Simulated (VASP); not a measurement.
# Ti (I4/mmm) in VASP: notebook, part 2 of 2

VASP 6.6.1. The steps go on from the part before.

**3. Single point, PBEsol (volume 19.182 Å^3 an atom, c/a of the conventional cell 1.4530)**

INCAR reads:

```
ALGO     = Fast           # electronic algorithm
EDIFF    = 1E-7           # SCF threshold, eV
ENCUT    = 520            # plane-wave cutoff, eV
GGA      = PS             # functional
ISIF     = 2              # what is computed and relaxed
ISMEAR   = 0              # smearing method
LASPH    = True           # aspherical terms in the spheres
LCHARG   = False          # write CHGCAR
LREAL    = False          # projectors in reciprocal space
LWAVE    = False          # write WAVECAR
NBANDS   = 12             # bands
NELM     = 100            # most SCF steps
PREC     = Accurate       # precision mode
SIGMA    = 0.15           # smearing width, eV
```

KPOINTS reads:

```
k-points
0
Gamma
  22 22 22
```

POSCAR reads:

```
Ti
1.0
   -1.4888676499      1.4888676499      2.1633246953
    1.4888676499     -1.4888676499      2.1633246953
    1.4888676499      1.4888676499     -2.1633246953
Ti
1
Direct
    0.0000000000      0.0000000000      0.0000000000
```

Potentials or basis: VASP PAW PBE potentials, release 64 (Ti_sv).

Command:

```console
> cat potpaw_PBE.64/Ti_sv/POTCAR > POTCAR
> mpirun -np 1 vasp_std > vasp.out
```

OUTCAR:

```text
EDIFF = 1E-7
   ENCUT = 520
   GGA = PS
   ISIF = 2
   ISMEAR = 0
   LASPH = True
   LREAL = False
   NELM = 100
   PREC = Accurate

 ion  position               nearest neighbor table
   1  0.000  0.000  0.000-

  LATTYP: Found a body centered tetragonal cell.
 ALAT       =     2.9777352998
 C/A-ratio  =     1.4530000000

  Lattice vectors:

 A1 = (  -1.4888676499,   1.4888676499,   2.1633246953)
 A2 = (   1.4888676499,  -1.4888676499,   2.1633246953)
[... 532 lines left out ...]
      4     -25.6818      2.00000
      5       4.6558      2.00000
      6       7.3005      0.04070
      7       7.7415      0.00000
      8       7.9233      0.00000
      9      10.1748      0.00000
     10      10.2532      0.00000
     11      14.6705      0.00000
     12      21.1682      0.00000

 [... further k-points ...]
[... 5 lines left out ...]
  --------------------------------------------------------------------------------------
  -------------------------------------------------------------------------------------
  Total       -1.4734792     -1.4734792     -1.5791723      0.0000000     -0.0000000      0.0000000
  in kB     -123.0724126   -123.0724126   -131.9004298      0.0000000     -0.0000000      0.0000000
  external PRESSURE =    -126.0150850 kB  Pullay stress =       0.0000000 kB

 VOLUME and BASIS-vectors are now :
 -----------------------------------------------------------------------------
  energy-cutoff  :      520.00
  volume of cell :       19.18
      direct lattice vectors                 reciprocal lattice vectors
    -1.488867650  1.488867650  2.163324695     0.000000000  0.335825686  0.231125730
     1.488867650 -1.488867650  2.163324695     0.335825686  0.000000000  0.231125730
     1.488867650  1.488867650 -2.163324695     0.335825686  0.335825686  0.000000000

 POSITION                                       TOTAL-FORCE (eV/Angst)
 -----------------------------------------------------------------------------------
      0.00000      0.00000      0.00000         0.000000      0.000000      0.000000
 -----------------------------------------------------------------------------------
    total drift:                                0.000000      0.000000      0.000000

  FREE ENERGIE OF THE ION-ELECTRON SYSTEM (eV)
  ---------------------------------------------------
  free  energy   TOTEN  =        -8.1819884903 eV

  energy  without entropy=       -8.1597380516  energy(sigma->0) =       -8.17086327
```

stdout:

```text
POSCAR found type information on POSCAR Ti
 POSCAR found :  1 types and       1 ions
 scaLAPACK will be used
 -----------------------------------------------------------------------------
|                                                                             |
|                                                                             |
|     You enforced a specific xc type in the INCAR file but a different       |
[... 58 lines left out ...]
WARNING in EDDRMM: call to ZHEGV failed, returncode =   6  3      8
WARNING in EDDRMM: call to ZHEGV failed, returncode =   6  3      5
WARNING in EDDRMM: call to ZHEGV failed, returncode =   6  3      5
WARNING in EDDRMM: call to ZHEGV failed, returncode =   8  4      9
WARNING in EDDRMM: call to ZHEGV failed, returncode =   6  3     11
WARNING in EDDRMM: call to ZHEGV failed, returncode =   8  4      5
WARNING in EDDRMM: call to ZHEGV failed, returncode =   6  3      5
```

It took 2.2 min on 1 thread of Intel Xeon 6975P-C (Granite Rapids), shared host; peak memory 0.29 GiB.

What came out:

| Quantity | Value |
| --- | --- |
| Free energy | -8.1820 eV |
| Pressure | -12.6 GPa |
| Band gap on the k mesh | zero (band 6 reaches 7.84 eV, above the bottom of band 7 at 6.65 eV) |

Stress tensor (GPa, compression positive):
```
-12.31   0.00   0.00
  0.00 -12.31   0.00
  0.00   0.00 -13.19
```

Caveat: the PAW data sets were made with another functional, which shifts forces and pressure a little.

**4. Single point, PBEsol (volume 14.773 Å^3 an atom, c/a of the conventional cell 1.4530)**

INCAR reads:

```
PREC     = Accurate       # precision mode
ENCUT    = 520            # plane-wave cutoff, eV
EDIFF    = 1E-7           # SCF threshold, eV
ISMEAR   = 0              # smearing method
SIGMA    = 0.15           # smearing width, eV
LREAL    = False          # projectors in reciprocal space
LASPH    = True           # aspherical terms in the spheres
NELM     = 80             # most SCF steps
ALGO     = Fast           # electronic algorithm
ISIF     = 2              # what is computed and relaxed
LWAVE    = False          # write WAVECAR
LCHARG   = True           # write CHGCAR
GGA      = PS             # functional
LELF     = True           # ELF
LVHAR    = True         
NBANDS   = 12             # bands
```

KPOINTS reads:

```
regular mesh
0
Gamma
  22 22 22
```

POSCAR reads:

```
Ti
1.0
   -1.3647330133      1.3647330133      1.9829570684
    1.3647330133     -1.3647330133      1.9829570684
    1.3647330133      1.3647330133     -1.9829570684
Ti
1
Direct
    0.0000000000      0.0000000000      0.0000000000
```

Command:

```console
> cat potpaw_PBE.64/Ti_sv/POTCAR > POTCAR
> mpirun -np 1 vasp_std > vasp.out
```

It took 1.9 min on 1 thread of Intel Xeon 6975P-C (Granite Rapids), shared host; peak memory 0.26 GiB.

It converged, with:

```
Free energy            : -8.2022 eV
Pressure               : 16.5 GPa
Band gap on the k mesh : zero (band 6 reaches 10.81 eV, above the bottom of band 7 at 9.30 eV)
```

Stress tensor (GPa, compression positive):
```
16.83  0.00  0.00
 0.00 16.83  0.00
 0.00  0.00 15.92
```

Levels at points of the mesh, in eV from the Fermi level:
| k point | band 3 | band 4 | band 5 | band 6 | band 7 | band 8 | band 9 | band 10 |
| --- | --- | --- | --- | --- | --- | --- | --- | --- |
| (0.00, 0.00, 0.00) | -31.94 | -31.94 | -6.44 | 0.79 | 1.05 | 1.05 | 2.82 | 3.13 |
| (0.50, 0.00, 0.00) | -32.10 | -32.06 | -2.99 | 0.65 | 0.93 | 1.15 | 4.29 | 4.40 |
| (0.50, 0.50, 0.00) | -32.38 | -32.32 | -3.21 | -2.24 | 3.90 | 4.31 | 4.61 | 4.81 |
| (0.50, 0.50, 0.50) | -32.30 | -32.30 | -3.21 | -2.17 | 3.34 | 4.34 | 4.70 | 4.70 |

Caveat: the PAW data sets were made with another functional, which shifts forces and pressure a little.

**5. Single point, PBEsol (volume 15.655 Å^3 an atom, c/a of the conventional cell 1.4530)**

INCAR reads:

```
  PREC = Accurate
  ENCUT = 520
  EDIFF = 1E-6
  ISMEAR = 0
  SIGMA = 0.15
  LREAL = F
  LASPH = T
  NELM = 60
  ALGO = Fast
  ISIF = 2
  LWAVE = F
  LCHARG = F
  GGA = PS
  NBANDS = 12
```

KPOINTS is that of step 4.

POSCAR reads:

```
Ti
1.0
   -1.3913695312      1.3913695312      2.0216599289
    1.3913695312     -1.3913695312      2.0216599289
    1.3913695312      1.3913695312     -2.0216599289
Ti
1
Direct
    0.0000000000      0.0000000000      0.0000000000
```

Command:

```console
> cat potpaw_PBE.64/Ti_sv/POTCAR > POTCAR
> mpirun -np 1 vasp_std > vasp.out
```

It took 88 s on 1 thread of Intel Xeon 6975P-C (Granite Rapids), shared host; peak memory 0.27 GiB.

The run converged. Its results:

* Free energy: -8.2685 eV
* Pressure: 7.7 GPa
* Band gap on the k mesh: zero (band 6 reaches 10.10 eV, above the bottom of band 7 at 8.66 eV)

Stress tensor (GPa, compression positive):
```
8.04 0.00 0.00
0.00 8.04 0.00
0.00 0.00 7.09
```

Levels at points of the mesh, in eV from the Fermi level:
| k point | band 4 | band 5 | band 6 | band 7 | band 8 | band 9 |
| --- | --- | --- | --- | --- | --- | --- |
| (0.00, 0.00, 0.00) | -32.12 | -6.33 | 0.77 | 1.02 | 1.02 | 2.66 |
| (0.50, 0.00, 0.00) | -32.22 | -2.84 | 0.65 | 0.92 | 0.94 | 4.01 |
| (0.50, 0.50, 0.00) | -32.44 | -2.97 | -2.04 | 3.54 | 4.03 | 4.30 |
| (0.50, 0.50, 0.50) | -32.42 | -2.97 | -1.97 | 3.01 | 4.06 | 4.39 |

Caveat: the PAW data sets were made with another functional, which shifts forces and pressure a little.

**6. Summary**

| cell | further INCAR settings | gap on the mesh (eV) | pressure (GPa) |
| --- | --- | --- | --- |
| a = 2.711 Å, angles 120.9, 120.9, 88.4°, 1 atom | ALGO = Fast; EDIFF = 1e-06; NBANDS = 12 | none | 27.7 |
| a = 3.019 Å, angles 120.9, 120.9, 88.4°, 1 atom | ALGO = Fast; EDIFF = 1e-07; NBANDS = 12 | none | -12.6 |
| a = 2.767 Å, angles 120.9, 120.9, 88.4°, 1 atom | ALGO = Fast; EDIFF = 1e-07; NBANDS = 12 | none | 16.5 |
| a = 2.821 Å, angles 120.9, 120.9, 88.4°, 1 atom | ALGO = Fast; EDIFF = 1e-06; NBANDS = 12 | none | 7.7 |

Alike in all rows: task single point; level PBEsol; potentials or basis VASP PAW PBE potentials, release 64 (Ti_sv); no spin polarisation; k mesh 22 × 22 × 22; cutoff (eV) 520; smearing gaussian 0.15 eV.

Caveats: the PAW data sets were made with another functional, which shifts forces and pressure a little.

Absolute energies hang on the potentials; compare differences alone.
